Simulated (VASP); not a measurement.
Input of a VASP 6.6.1 run:

The input INCAR:

```
PREC = Accurate
ENCUT = 600
EDIFF = 1E-6
ISMEAR = -1
SIGMA = 0.05
LREAL = False
LASPH = True
NELM = 100
ALGO = Normal
ISIF = 3
LWAVE = False
LCHARG = False
GGA = PE
IBRION = 2
NSW = 60
EDIFFG = -0.005
PSTRESS = 810.0
```

Contents of KPOINTS:

```
regular mesh
0
Gamma
  16 16 16
```

The input POSCAR:

```
Y
1.0
    0.0000000000      1.9974786300      1.9974786300
    1.9974786300      0.0000000000      1.9974786300
    1.9974786300      1.9974786300      0.0000000000
Y
1
Direct
    0.0000000000      0.0000000000      0.0000000000
```

Potentials or basis: VASP PAW PBE potentials, release 64 (Y_sv).

The run is started by

```console
$ cat potpaw_PBE.64/Y_sv/POTCAR > POTCAR
$ mpirun -np 1 vasp_std > vasp.out
```

Q: What does it give for the space group after relaxing (to 0.05 Å)?

A: Fm-3m (No. 225).

Q: What does it give for the relaxed volume?

A: 15.93 Å³/atom.

Q: Estimate the relaxed cell.

A: a = 2.825 Å, b = 2.825 Å, c = 2.825 Å, α = 60.00°, β = 60.00°, γ = 60.00°.

Step by step:
```tsv
step	energy change (eV)	largest force (eV/Å)	pressure (GPa)	volume (Å³)
1	0.0000	0.0000	80.91	15.94
2	0.0109	0.0000	81.24	15.92
3	0.0031	0.0000	80.99	15.93
```

Caveat: the cell is relaxed towards a set pressure, so the enthalpy falls and the energy may rise.
